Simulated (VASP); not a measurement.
C:

```xyz
4
Lattice="1.2280 -2.1271 0.0000 1.2280 2.1271 0.0000 0.0000 0.0000 7.1733" Properties=species:S:1:pos:R:3 pbc="T T T"
C     1.2280    1.7724    5.4025
C     1.2280   -0.3547    1.7708
C     1.2280   -1.7724    1.7708
C     1.2280    0.3547    5.4025
```

Program: VASP 6.6.1. Alike in all runs: task single point; level PBEsol; potentials or basis VASP PAW PBE potentials, release 64 (C); no spin polarisation; cell as given; cutoff (eV) 520. Hardware: 1 thread of AMD EPYC 9R45, on a shared host.

Problem. Order these runs on this cell by their wall time, lowest first.
A. k mesh 13 × 13 × 4; smearing methfessel-paxton 0.1 eV
B. k mesh 3 × 3 × 1; smearing methfessel-paxton 0.0386 eV
C. k mesh 5 × 5 × 2; smearing methfessel-paxton 0.1 eV
D. k mesh 10 × 10 × 3; smearing methfessel-paxton 0.1 eV

Solution. B (6.4 s), C (16 s), D (39 s), A (91 s).

Caveats: some runs use coarse meshes.
